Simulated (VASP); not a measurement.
# Ni2H (P-3m1) in VASP: relaxation of shape and atoms at fixed volume with LDA

Aim: the relaxation of shape and atoms at fixed volume of Ni2H with LDA.

Everything below comes from runs of VASP 6.6.1. Logs are shortened: lines on timing, memory, paths and dates and some standing lists are left out, and cuts for length are marked.

### 1 The cell of the first run

Symmetry: P-3m1, No. 164, trigonal system. The conventional cell has a = 2.507 Å, b = 2.507 Å, c = 4.145 Å, α = 90.00°, β = 90.00°, γ = 120.00°. Ni (site symmetry 3m) has 3 H at 1.80 Å and 12 Ni at 2.46 to 2.59 Å within 2.6 Å. Within 2.4 Å of H (site symmetry -3m) lie 6 Ni at 1.80 Å.

### 2 Relaxation of shape and atoms at fixed volume, LDA (7.52 Å³/atom)

File INCAR:

```
ALGO = Normal ; EDIFF = 1E-6
EDIFFG = -0.001 ; ENCUT = 600
GGA = CA ; IBRION = 2
ISIF = 4 ; ISMEAR = -1
LASPH = T ; LCHARG = F
LREAL = F ; LWAVE = F
NELM = 60 ; NSW = 80
PREC = Accurate ; SIGMA = 0.15
```

File KPOINTS:

```
k-points
0
Gamma
  18 18 10
```

File POSCAR:

```
Ni2H
1.0
    2.5073948323      0.0000000000      0.0000000000
   -1.2536974161      2.1714676221      0.0000000000
    0.0000000000      0.0000000000      4.1449670087
Ni H
2 1
Direct
    0.3333333333      0.6666666667      0.2595512630
    0.6666666667      0.3333333333      0.7404487370
    0.0000000000      0.0000000000      0.0000000000
```

Potentials or basis: VASP PAW LDA potentials, release 64 (Ni, H).

Command:

```
$ cat potpaw_LDA.64/Ni/POTCAR potpaw_LDA.64/H/POTCAR > POTCAR
$ mpirun -np 1 vasp_std > vasp.out
```

OUTCAR:

```text
EDIFF = 1E-6
   EDIFFG = -0.001
   ENCUT = 600
   GGA = CA
   IBRION = 2
   ISIF = 4
   ISMEAR = -1
   LASPH = T
   LREAL = F
   NELM = 60
   NSW = 80
   PREC = Accurate

 ion  position               nearest neighbor table
   1  0.333  0.667  0.260-   3 1.80   3 1.80   3 1.80   2 2.46   2 2.46   2 2.46   2 2.59   2 2.59
                             2 2.59
   2  0.667  0.333  0.740-   3 1.80   3 1.80   3 1.80   1 2.46   1 2.46   1 2.46   1 2.59   1 2.59
                             1 2.59
   3  0.000  0.000  0.000-   1 1.80   2 1.80   1 1.80   2 1.80   2 1.80   1 1.80

  LATTYP: Found a hexagonal cell.
 ALAT       =     2.5073948323
 C/A-ratio  =     1.6530970533

  Lattice vectors:

 A1 = (   2.5073948323,   0.0000000000,   0.0000000000)
 A2 = (  -1.2536974161,   2.1714676221,   0.0000000000)
 A3 = (   0.0000000000,   0.0000000000,   4.1449670087)

Analysis of symmetry for initial positions (statically):
=====================================================================
 Subroutine PRICEL returns:
 Original cell was already a primitive cell.

 Routine SETGRP: Setting up the symmetry group for a
 hexagonal supercell.

 Subroutine GETGRP returns: Found 12 space group operations
 (whereof 12 operations were pure point group operations)
 out of a pool of 24 trial point group operations.

The static configuration has the point symmetry D_3d.

Analysis of symmetry for dynamics (positions and initial velocities):
=====================================================================
 Subroutine PRICEL returns:
 Original cell was already a primitive cell.

 Routine SETGRP: Setting up the symmetry group for a
 hexagonal supercell.

 Subroutine GETGRP returns: Found 12 space group operations
 (whereof 12 operations were pure point group operations)
 out of a pool of 24 trial point group operations.

The dynamic configuration has the point symmetry D_3d.

 Subroutine INISYM returns: Found 12 space group operations
 (whereof 12 operations are pure point group operations),
 and found     1 'primitive' translations

----------------------------------------------------------------------------------------

                                     Primitive cell

  volume of cell :      22.5682

  direct lattice vectors                    reciprocal lattice vectors
     2.507394832  0.000000000  0.000000000     0.398820316  0.230259017  0.000000000
    -1.253697416  2.171467622  0.000000000     0.000000000  0.460518034  0.000000000
     0.000000000  0.000000000  4.144967009     0.000000000  0.000000000  0.241256444

  length of vectors
     2.507394832  2.507394832  4.144967009     0.460518034  0.460518034  0.241256444

  position of ions in fractional coordinates (direct lattice)
     0.333333333  0.666666667  0.259551263
     0.666666667  0.333333333  0.740448737
     0.000000000  0.000000000  0.000000000

  ion indices of the primitive-cell ions
   primitive index   ion index
                 1           1
                 2           2
                 3           3

----------------------------------------------------------------------------------------

 KPOINTS: k-points

Automatic generation of k-mesh.
 Grid dimensions read from file:
 generate k-points for:   18   18   10

 Generating k-lattice:

  Cartesian coordinates                     Fractional coordinates (reciprocal lattice)
     0.022156684  0.012792168  0.000000000     0.055555556  0.000000000  0.000000000
     0.000000000  0.025584335  0.000000000     0.000000000  0.055555556  0.000000000
     0.000000000  0.000000000  0.024125644     0.000000000  0.000000000  0.100000000

  Length of vectors
     0.025584335  0.025584335  0.024125644

  Shift w.r.t. Gamma in fractional coordinates (k-lattice)
     0.000000000  0.000000000  0.000000000

 Subroutine IBZKPT returns following result:
 ===========================================

 Found    330 irreducible k-points:

 Following reciprocal coordinates:
            Coordinates               Weight
  0.000000  0.000000  0.000000      1.000000
  0.055556  0.000000  0.000000      6.000000
  0.111111  0.000000  0.000000      6.000000
  0.166667  0.000000  0.000000      6.000000
  0.222222 -0.000000  0.000000      6.000000
  0.277778  0.000000  0.000000      6.000000
[... 16 lines left out ...]
  0.333333  0.111111  0.000000     12.000000
  0.388889  0.111111  0.000000     12.000000
 [... further k-points ...]
   k-points           NKPTS =    330   k-points in BZ     NKDIM =    330   number of bands    NBANDS=     14
   number of dos      NEDOS =    301   number of ions     NIONS =      3
   total plane-waves  NPLWV =  14400
   dimension x,y,z NGX =    20 NGY =   20 NGZ =   36
   dimension x,y,z NGXF=    40 NGYF=   40 NGZF=   72
   ions per type =               2   1
   NGX,Y,Z   is equivalent  to a cutoff of  13.26, 13.26, 14.44 a.u.
   NGXF,Y,Z  is equivalent  to a cutoff of  26.52, 26.52, 28.88 a.u.
 SYSTEM =  unknown system
   PREC   = accura    normal or accurate (medium, high low for compatibility)
   ISTART =      0    job   : 0-new  1-cont  2-samecut
   ICHARG =      2    charge: 1-file 2-atom 10-const
   ISPIN  =      1    spin polarized calculation?
   LNONCOLLINEAR =      F non collinear calculations
   LSORBIT =      F    spin-orbit coupling
   LASPH  =      T    aspherical Exc in radial PAW
   ENCUT  =  600.0 eV  44.10 Ry    6.64 a.u.   5.01  5.01  8.28*2*pi/ulx,y,z
   NELM   =     60;   NELMIN=  2; NELMDL= -5     # of ELM steps
   EDIFF  = 0.1E-05   stopping-criterion for ELM
   LREAL  =      F    real-space projection
   EDIFFG = -.1E-02   stopping-criterion for IOM
   NSW    =     80    number of steps for IOM
   IBRION =      2    ionic relax: 0-MD 1-quasi-New 2-CG
   NFREE  =      1    steps in history (QN), initial steepest desc. (CG)
   ISIF   =      4    stress and relaxation
   ISYM   =      2    0-nonsym 1-usesym 2-fastsym
   POTIM  = 0.5000    time-step for ionic-motion
   TEBEG  =    0.0;   TEEND  =   0.0 temperature during run
   PSTRESS=    0.0 pullay stress
   NELECT =      21.0000    total number of electrons
   NUPDOWN=      -1.0000    fix difference up-down
   EMIN   =  10.00;   EMAX   =-10.00  energy-range for DOS
   EFERMI =   0.00;   METHOD = LEGACY
   ISMEAR =    -1;   SIGMA  =   0.15  broadening in eV -4-tet -1-fermi 0-gaus
   EFERMI_NEDOS =   21; number of points for ismear=-14 and -15
   IALGO  =     38    algorithm
   IMIX   =      4    mixing-type and parameters
     AMIX     =   0.40;   BMIX     =  1.00
     AMIX_MAG =   1.60;   BMIX_MAG =  1.00
  volume/ion in A,a.u.               =       7.52        50.77
  Fermi-wavevector in a.u.,A,eV,Ry     =   1.598265  3.020284 34.755430  2.554452
  Thomas-Fermi vector in A             =   2.695742
   LORBIT       =      0    0 simple, 1 ext, 2 COOP (PROOUT), +10 PAW based schemes
   GGA     = CA    functional components
   LHFCALC =     F    Hartree Fock is set to
   AEXX    =    0.0000 exact exchange contribution
   IVDW    =     0    specifies the selected vdW correction
   LEPSILON=     F    determine dielectric tensor
   LRPA    =     F    only Hartree local field effects (RPA)
 conjugate gradient relaxation of ions
 non-spin polarized calculation
  energy-cutoff  :      600.00
  volume of cell :       22.57
 maximum number of plane-waves:       771
   NGX =  9   NGY =  9   NGZ = 17

--------------------------------------- Ionic step        1  -------------------------------------------

 number of electron      20.9999998 magnetization

 Free energy of the ion-electron system (eV)
  ---------------------------------------------------
  ext. energy  EPLUGINS =         0.00000000
  ---------------------------------------------------
  free energy    TOTEN  =       -17.03060854 eV

  energy without entropy =      -16.79712971  energy(sigma->0) =      -16.91386912

------------------------ aborting loop because EDIFF is reached ----------------------------------------

  FORCE on cell =-STRESS in cart. coord.  units (eV):
  Direction    XX          YY          ZZ          XY          YZ          ZX
  --------------------------------------------------------------------------------------
  -------------------------------------------------------------------------------------
  Total       -0.6151061     -0.6151061     -0.6425590     -0.0000000      0.0000000      0.0000000
  in kB      -43.6680169    -43.6680169    -45.6169688     -0.0000000      0.0000000      0.0000000
  external PRESSURE =     -44.3176675 kB  Pullay stress =       0.0000000 kB
[... 133 lines left out ...]
  energy  without entropy=      -16.7970262226  energy(sigma->0) =      -16.91382206

--------------------------------------- Ionic step        5  -------------------------------------------

 number of electron      20.9999998 magnetization

 Free energy of the ion-electron system (eV)
  ---------------------------------------------------
  ext. energy  EPLUGINS =         0.00000000
  ---------------------------------------------------
  free energy    TOTEN  =       -17.03061797 eV

  energy without entropy =      -16.79706612  energy(sigma->0) =      -16.91384205

 E-fermi :   9.5228     XC(G=0): -13.8156

 val. band max:        9.5167406462   @ k =   0.0000   0.1111   0.2000
 cond. band min:       9.5312719793   @ k =   0.4444  -0.0000   0.2000
 fundamental gap:      0.0145313331
 Fermi energy:         9.5228452257

 k-point     1 :       0.0000    0.0000    0.0000
  band No.  band energies     occupation
      1      -2.0713      2.00000
      2       4.6290      2.00000
      3       6.5011      2.00000
      4       7.4429      2.00000
      5       7.4429      2.00000
      6       7.4802      2.00000
      7       7.7291      1.99999
      8       7.7291      1.99999
      9       8.1891      1.99972
     10       8.1891      1.99972
     11       9.0737      1.90465
     12       9.0737      1.90465
     13      14.2872      0.00000
     14      24.9159      0.00000
[... 375 lines left out ...]
 k-point    24 :       0.3889    0.1111    0.0000
  band No.  band energies     occupation
      1       2.1311      2.00000
      2       5.1526      2.00000
      3       5.6554      2.00000
      4       6.4771      2.00000
      5       7.1797      2.00000
      6       7.3170      2.00000
      7       7.7287      1.99999
      8       9.0558      1.91488
      9       9.2091      1.78011
     10       9.2413      1.73446
     11      10.0587      0.05466
     12      12.8950      0.00000
     13      16.5376      0.00000
     14      17.4050      0.00000

 [... further k-points ...]
[... 5 lines left out ...]
  --------------------------------------------------------------------------------------
  -------------------------------------------------------------------------------------
  Total       -0.6305125     -0.6305125     -0.6321564     -0.0000000     -0.0000000      0.0000000
  in kB      -44.7617545    -44.7617545    -44.8784592     -0.0000000     -0.0000000      0.0000000
  external PRESSURE =     -44.8006560 kB  Pullay stress =       0.0000000 kB
[... 18 lines left out ...]
  FREE ENERGIE OF THE ION-ELECTRON SYSTEM (eV)
  ---------------------------------------------------
  free  energy   TOTEN  =       -17.0306179677 eV

  energy  without entropy=      -16.7970661237  energy(sigma->0) =      -16.91384205

 reached required accuracy - stopping structural energy minimisation
```

Run time: 5.1 min. Hardware: 1 thread of Intel Xeon 8259CL, shared host; peak memory 0.24 GiB.

Results:

```
Free energy               : -17.0306 eV
Energy gained by relaxing : 0.0 meV/atom
Ionic steps               : 5
Pressure after relaxing   : -4.5 GPa
Band gap on the k mesh    : zero (an odd number of electrons rules out a gap without spin polarisation)
```

Final structure:
```xyz
3
Lattice="2.5081 0.0000 0.0000 -1.2540 2.1721 0.0000 0.0000 0.0000 4.1427" Properties=species:S:1:pos:R:3 pbc="T T T"
Ni    0.0000    1.4480    1.0750
Ni    1.2540    0.7240    3.0677
H     0.0000    0.0000    4.1427
```

Levels at points of the mesh, in eV from the Fermi level:
| k point | band 9 | band 10 | band 11 | band 12 | band 13 | band 14 |
| --- | --- | --- | --- | --- | --- | --- |
| (0.00, 0.00, 0.00) | -1.33 | -1.33 | -0.45 | -0.45 | 4.76 | 15.39 |
| (0.50, 0.00, 0.00) | -0.25 | -0.14 | 0.59 | 2.61 | 7.59 | 7.89 |
| (0.00, 0.00, 0.50) | -0.72 | -0.72 | -0.68 | -0.68 | 11.03 | 11.89 |
| (0.50, 0.00, 0.50) | -0.19 | -0.19 | 0.31 | 0.58 | 5.62 | 5.64 |

Spin polarisation is off, so any magnetic state and its effect on volume and gap are missing.
